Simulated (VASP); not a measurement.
A run of VASP 6.6.1 is set up as follows.

File POSCAR:

```
Ca
1.0
    3.8978839418      0.0000000000      0.0000000000
   -1.9489419709      3.3756665146      0.0000000000
    0.0000000000      0.0000000000      6.3832827347
Ca
2
Direct
    0.3333333333      0.6666666667      0.7500000000
    0.6666666667      0.3333333333      0.2500000000
```

File INCAR.step1:

```
PREC     = Accurate       # precision mode
ENCUT    = 520            # plane-wave cutoff, eV
ISMEAR   = 0              # smearing method
SIGMA    = 0.05           # smearing width, eV
LREAL    = False          # projectors in reciprocal space
LASPH    = True           # aspherical terms in the spheres
NELM     = 60             # most SCF steps
NBANDS   = 17             # bands
GGA      = PE             # functional
ALGO     = Normal         # electronic algorithm
EDIFF    = 1E-4           # SCF threshold, eV
LWAVE    = True           # write WAVECAR
LCHARG   = False          # write CHGCAR
```

File INCAR.step2:

```
PREC     = Accurate       # precision mode
ENCUT    = 520            # plane-wave cutoff, eV
EDIFF    = 1E-6           # SCF threshold, eV
ISMEAR   = 0              # smearing method
SIGMA    = 0.05           # smearing width, eV
LREAL    = False          # projectors in reciprocal space
LASPH    = True           # aspherical terms in the spheres
NELM     = 60             # most SCF steps
ALGO     = Normal         # electronic algorithm
ISIF     = 2              # what is computed and relaxed
LWAVE    = False          # write WAVECAR
LCHARG   = False          # write CHGCAR
METAGGA  = R2SCAN         # meta-GGA
LMIXTAU  = True         
NBANDS   = 17             # bands
ISTART   = 1
```

File KPOINTS:

```
regular mesh
0
Gamma
  12 12 8
```

Potentials or basis: VASP PAW PBE potentials, release 64 (Ca_sv).

The run is started by

```bash
$ cat potpaw_PBE.64/Ca_sv/POTCAR > POTCAR
$ cp INCAR.step1 INCAR
$ mpirun -np 1 vasp_std > vasp.out
$ cp INCAR.step2 INCAR
$ mpirun -np 1 vasp_std > vasp.out
```

(1) Estimate the pressure.

(2) What does it give for the band gap on the k mesh?

Results:

(1) 0.7 GPa.

(2) zero (band 10 reaches 2.40 eV, above the bottom of band 11 at 1.72 eV).

Caveat: the PAW data sets were made with another functional, which shifts forces and pressure a little.
